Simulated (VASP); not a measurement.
GaN:

```
Ga N
1.0
     0.00000    2.06634    2.06634
     2.06634    0.00000    2.06634
     2.06634    2.06634    0.00000
Ga N
1 1
Cartesian
  0.0000 0.0000 0.0000
  2.0663 2.0663 2.0663
```

This cell differs from its parent crystal: strain -2.0%.

Base run:

- Program: VASP 6.6.1
- Functional: r2SCAN
- Potentials or basis: VASP PAW PBE potentials, release 64 (Ga_d, N)
- Cutoff: 520 eV
- k mesh: 10 × 10 × 10
- Occupations: gaussian, width 0.01 eV
- Spin: no spin polarisation

Its results: band gap on the k mesh 1.60 eV, indirect (least direct gap 4.24 eV); pressure 18.5 GPa.

Task: The run is repeated on the same cell with these changes: functional from r2SCAN to PBE; k mesh from 10 × 10 × 10 to 6 × 6 × 6. What comes out?

Result: Band gap on the k mesh 1.02 eV, indirect (least direct gap 3.63 eV); pressure 26.2 GPa.

Several settings changed at once, so the effect can't be laid on one alone.

Caveats: some runs use coarse meshes; the PAW data sets were made with another functional, which shifts forces and pressure a little (some runs).

A k mesh can miss the band edges.
